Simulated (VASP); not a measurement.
GaN, 2 atoms in the cell. Symmetry: I-4m2, No. 119, tetragonal system. The conventional cell has a = 3.180 Å, b = 3.180 Å, c = 4.553 Å, α = 90.00°, β = 90.00°, γ = 90.00°. Ga (site symmetry -4m2) has 4 N at 1.96 Å within 2.6 Å. N (site symmetry -4m2) has 4 Ga at 1.96 Å within 2.6 Å.  This cell differs from its parent crystal: uniaxial z strain +1.2%.

| Quantity | Value |
| --- | --- |
| Program | VASP 6.6.1 |
| Task | single point |
| Functional | HSE06 |
| Potentials or basis | VASP PAW PBE potentials, release 64 (Ga_d, N) |
| Cutoff | 520 eV |
| k mesh | 6 × 6 × 6 |
| Occupations | gaussian, width 0.01 eV |
| Spin | no spin polarisation |
| Dipole correction | no |
| Grid for exact exchange (PRECFOCK) | Normal |
| Further INCAR settings | ALGO = Normal; EDIFF = 1e-06; NBANDS = 16 |
| Share of exact exchange | 0.25 |
| Screening parameter | 0.2079 1/Å |

Potentials or basis: VASP PAW PBE potentials, release 64 (Ga_d, N).

The run is started by

```bash
$ cat potpaw_PBE.64/Ga_d/POTCAR potpaw_PBE.64/N/POTCAR > POTCAR
$ cp INCAR.step1 INCAR
$ mpirun -np 1 vasp_std > vasp.out
$ cp INCAR.step2 INCAR
$ mpirun -np 1 vasp_std > vasp.out
```

Hardware: 1 thread of Intel(R) Xeon(R) Platinum 8375C CPU @ 2.90GHz (Ice Lake), with other jobs on the host.

Q: How long does it take, and how much memory?

A: Run time: 42 min on 1 thread of Intel(R) Xeon(R) Platinum 8375C CPU @ 2.90GHz (Ice Lake) (shared host), peak memory 0.26 GiB. Counts: k points 30.
